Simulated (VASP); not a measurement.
# KZnF3 in VASP: notebook, part 2 of 2

VASP 6.6.1. The steps go on from the part before.

### Step 3. Single point, PBEsol

This run uses another cell than the first one, of 12.49 Å³/atom.

File INCAR:

```
ALGO     = Normal         # electronic algorithm
EDIFF    = 1E-6           # SCF threshold, eV
ENCUT    = 520            # plane-wave cutoff, eV
GGA      = PS             # functional
ISIF     = 2              # what is computed and relaxed
ISMEAR   = -1             # smearing method
LASPH    = True           # aspherical terms in the spheres
LCHARG   = True           # write CHGCAR
LELF     = True           # ELF
LREAL    = False          # projectors in reciprocal space
LVHAR    = True         
LWAVE    = False          # write WAVECAR
NBANDS   = 29             # bands
NELM     = 80             # most SCF steps
PREC     = Accurate       # precision mode
SIGMA    = 0.05           # smearing width, eV
```

File KPOINTS:

```
k-points
0
Gamma
  7 7 7
```

File POSCAR:

```
KZnF3
1.0
    3.9673237403      0.0000000000      0.0000000000
    0.0000000000      3.9673237403      0.0000000000
    0.0000000000      0.0000000000      3.9673237403
Zn K F
1 1 3
Direct
    0.5000000000      0.5000000000      0.5000000000
    0.0000000000      0.0000000000      0.0000000000
    0.5000000000      0.0000000000      0.5000000000
    0.0000000000      0.5000000000      0.5000000000
    0.5000000000      0.5000000000      0.0000000000
```

Potentials or basis: VASP PAW PBE potentials, release 64 (Zn, K_sv, F).

Command:

```sh
cat potpaw_PBE.64/Zn/POTCAR potpaw_PBE.64/K_sv/POTCAR potpaw_PBE.64/F/POTCAR > POTCAR
mpirun -np 1 vasp_std > vasp.out
```

OUTCAR:

```text
EDIFF = 1E-6
   ENCUT = 520
   GGA = PS
   ISIF = 2
   ISMEAR = -1
   LASPH = True
   LREAL = False
   NELM = 80
   PREC = Accurate

 ion  position               nearest neighbor table
   1  0.500  0.500  0.500-   3 1.98   4 1.98   5 1.98   5 1.98   3 1.98   4 1.98
   2  0.000  0.000  0.000-   3 2.81   4 2.81   5 2.81   3 2.81   4 2.81   4 2.81   5 2.81   4 2.81
                             3 2.81   5 2.81   3 2.81   5 2.81
   3  0.500  0.000  0.500-   1 1.98   1 1.98   2 2.81   2 2.81   2 2.81   2 2.81
   4  0.000  0.500  0.500-   1 1.98   1 1.98   2 2.81   2 2.81   2 2.81   2 2.81
   5  0.500  0.500  0.000-   1 1.98   1 1.98   2 2.81   2 2.81   2 2.81   2 2.81

  LATTYP: Found a simple cubic cell.
 ALAT       =     3.9673237403

  Lattice vectors:

 A1 = (   3.9673237403,   0.0000000000,   0.0000000000)
 A2 = (   0.0000000000,   3.9673237403,   0.0000000000)
 A3 = (   0.0000000000,   0.0000000000,   3.9673237403)

Analysis of symmetry for initial positions (statically):
=====================================================================
 Subroutine PRICEL returns:
 Original cell was already a primitive cell.

 Routine SETGRP: Setting up the symmetry group for a
 simple cubic supercell.

 Subroutine GETGRP returns: Found 48 space group operations
 (whereof 48 operations were pure point group operations)
 out of a pool of 48 trial point group operations.

The static configuration has the point symmetry O_h .

Analysis of symmetry for dynamics (positions and initial velocities):
=====================================================================
 Subroutine PRICEL returns:
 Original cell was already a primitive cell.

 Routine SETGRP: Setting up the symmetry group for a
 simple cubic supercell.

[... 120 lines left out ...]
   ISMEAR =    -1;   SIGMA  =   0.05  broadening in eV -4-tet -1-fermi 0-gaus
   EFERMI_NEDOS =   21; number of points for ismear=-14 and -15
   IALGO  =     38    algorithm
   IMIX   =      4    mixing-type and parameters
     AMIX     =   0.40;   BMIX     =  1.00
     AMIX_MAG =   1.60;   BMIX_MAG =  1.00
  volume/ion in A,a.u.               =      12.49        84.28
  Fermi-wavevector in a.u.,A,eV,Ry     =   1.434367  2.710561 27.992745  2.057409
  Thomas-Fermi vector in A             =   2.553783
   LORBIT       =      0    0 simple, 1 ext, 2 COOP (PROOUT), +10 PAW based schemes
   GGA     = PS    functional components
   LHFCALC =     F    Hartree Fock is set to
   AEXX    =    0.0000 exact exchange contribution
   IVDW    =     0    specifies the selected vdW correction
   LEPSILON=     F    determine dielectric tensor
   LRPA    =     F    only Hartree local field effects (RPA)
 non-spin polarized calculation
  energy-cutoff  :      520.00
  volume of cell :       62.44
 maximum number of plane-waves:      1743
 NGX is ok and might be reduce to    30
   NGX = 15   NGY = 15   NGZ = 15

 number of electron      41.9999989 magnetization

 Free energy of the ion-electron system (eV)
  ---------------------------------------------------
  ext. energy  EPLUGINS =         0.00000000
  ---------------------------------------------------
  free energy    TOTEN  =       -21.24929018 eV

  energy without entropy =      -21.24929018  energy(sigma->0) =      -21.24929018

 E-fermi :   0.8337     XC(G=0): -10.4768

 val. band max:       -0.3365081855   @ k =   0.4286   0.4286   0.0000
 cond. band min:       3.5769654481   @ k =   0.0000   0.0000   0.0000
 fundamental gap:      3.9134736335
 Fermi energy:         0.8337385283

 k-point     1 :       0.0000    0.0000    0.0000
  band No.  band energies     occupation
      1     -27.3568      2.00000
      2     -22.2706      2.00000
      3     -21.5396      2.00000
      4     -21.5396      2.00000
      5     -10.9262      2.00000
      6     -10.9262      2.00000
[... 629 lines left out ...]
     28      11.8529      0.00000
     29      13.2019      0.00000

------------------------ aborting loop because EDIFF is reached ----------------------------------------

  FORCE on cell =-STRESS in cart. coord.  units (eV):
  Direction    XX          YY          ZZ          XY          YZ          ZX
  --------------------------------------------------------------------------------------
  -------------------------------------------------------------------------------------
  Total        2.4993141      2.4993141      2.4993141     -0.0000000     -0.0000000      0.0000000
  in kB       64.1266417     64.1266417     64.1266417     -0.0000000     -0.0000000      0.0000000
  external PRESSURE =      64.1266417 kB  Pullay stress =       0.0000000 kB

 VOLUME and BASIS-vectors are now :
 -----------------------------------------------------------------------------
  energy-cutoff  :      520.00
  volume of cell :       62.44
      direct lattice vectors                 reciprocal lattice vectors
     3.967323740  0.000000000  0.000000000     0.252059087  0.000000000  0.000000000
     0.000000000  3.967323740  0.000000000     0.000000000  0.252059087  0.000000000
     0.000000000  0.000000000  3.967323740     0.000000000  0.000000000  0.252059087

 POSITION                                       TOTAL-FORCE (eV/Angst)
 -----------------------------------------------------------------------------------
      1.98366      1.98366      1.98366         0.000000      0.000000      0.000000
      0.00000      0.00000      0.00000         0.000000      0.000000      0.000000
      1.98366      0.00000      1.98366         0.000000      0.000000      0.000000
      0.00000      1.98366      1.98366         0.000000      0.000000      0.000000
      1.98366      1.98366      0.00000         0.000000      0.000000      0.000000
 -----------------------------------------------------------------------------------
    total drift:                                0.000000      0.000000     -0.000000

  FREE ENERGIE OF THE ION-ELECTRON SYSTEM (eV)
  ---------------------------------------------------
  free  energy   TOTEN  =       -21.2492901804 eV

  energy  without entropy=      -21.2492901803  energy(sigma->0) =      -21.24929018
```

Wall time 49 s (1 thread of Intel Xeon 8259CL, shared host); peak memory 0.19 GiB.

Results:

```yaml
Free_energy: -21.2493 eV
Pressure: 6.4 GPa
Band_gap_on_the_k_mesh: 3.91 eV (least direct gap 6.02 eV)
```

Caveat: the cell stands under pressure; the PAW data sets were made with another functional, which shifts forces and pressure a little; an odd mesh through Γ misses points on the zone boundary, where band edges can lie.

### Step 4. Single point, LDA

This run uses another cell than the first one, of 12.49 Å³/atom.

File INCAR:

```
PREC = Accurate
ENCUT = 520
EDIFF = 1E-6
ISMEAR = -1
SIGMA = 0.05
LREAL = False
LASPH = True
NELM = 100
ALGO = Normal
ISIF = 2
LWAVE = False
LCHARG = False
GGA = CA
NBANDS = 29
```

File KPOINTS:

```
regular mesh
0
Gamma
  7 7 7
```

POSCAR is that of step 3.

Potentials or basis: VASP PAW LDA potentials, release 64 (Zn, K_sv, F).

Command:

```sh
cat potpaw_LDA.64/Zn/POTCAR potpaw_LDA.64/K_sv/POTCAR potpaw_LDA.64/F/POTCAR > POTCAR
mpirun -np 1 vasp_std > vasp.out
```

It took 48 s on 1 thread of Intel Xeon 8259CL, shared host; peak memory 0.17 GiB.

It converged, with:

| Item | Value |
| --- | --- |
| Free energy | -23.1024 eV |
| Pressure | 1.1 GPa |
| Band gap on the k mesh | 3.88 eV (least direct gap 5.93 eV) |

Levels at points of the mesh, in eV from the valence-band top:
```
           k point  band 18  band 19  band 20  band 21  band 22  band 23  band 24  band 25
(0.00, 0.00, 0.00)    -2.31    -2.05    -2.05    -2.05     3.88     8.31     8.31     9.33
```

Caveat: an odd mesh through Γ misses points on the zone boundary, where band edges can lie.

### Step 5. The runs side by side

```tsv
level	potentials or basis	cell	gap on the mesh (eV)	pressure (GPa)
PBEsol	VASP PAW PBE potentials, release 64 (Zn, K_sv, F)	a = 4.050 Å, 5 atoms, atomic positions A	3.75	0.6
PBEsol	VASP PAW PBE potentials, release 64 (Zn, K_sv, F)	a = 3.967 Å, 5 atoms, atomic positions B	3.91	6.4
LDA	VASP PAW LDA potentials, release 64 (Zn, K_sv, F)	a = 3.967 Å, 5 atoms, atomic positions B	3.88	1.1
```

Alike in all rows: task single point; no spin polarisation; k mesh 7 × 7 × 7; cutoff (eV) 520; smearing fermi-dirac 0.05 eV.

Caveats: an odd mesh through Γ misses points on the zone boundary, where band edges can lie; the PAW data sets were made with another functional, which shifts forces and pressure a little (at least some runs); the cell stands under pressure (at least some runs).

Total energies depend on the potentials used, so only differences within one code and one set of settings carry meaning.
